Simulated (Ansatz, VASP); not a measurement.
## Two plane-wave programs on Y3AlN4

```
Y Al N
1.0
     4.78018    0.00000    0.00000
     0.00000    4.78018    0.00000
     0.00000    0.00000    4.78018
Y Al N
3 1 4
Direct
  0.00000 0.00000 0.50000
  0.50000 0.00000 0.00000
  0.00000 0.50000 0.00000
  0.50000 0.50000 0.50000
  0.50000 0.50000 0.00000
  0.00000 0.50000 0.50000
  0.50000 0.00000 0.50000
  0.00000 0.00000 0.00000
```

Alike in both runs: functional PBE; k mesh 8 × 8 × 8; occupations gaussian, width 0.1 eV; no spin polarisation.

Ansatz relaxed the structure, and its values are those at the end. VASP's run is a single point on that final structure, the one shown.

|  | VASP | Ansatz |
| --- | --- | --- |
| version | VASP 6.6.1 | Ansatz 0.2.0 |
| potentials or method | VASP PAW PBE potentials, release 64 (Y_sv, Al, N), cutoff 520 eV | scalar-relativistic, plane waves, PAW |
| valence electrons in the cell | 56 | 56 |

```csv
,VASP,Ansatz,Ansatz less VASP
gap on the k mesh at the Fermi level (eV),none,none,-
pressure (GPa),-0.2,0.0,+0.19
```

A gap of «none» marks a metal or a gap that the smearing closes.
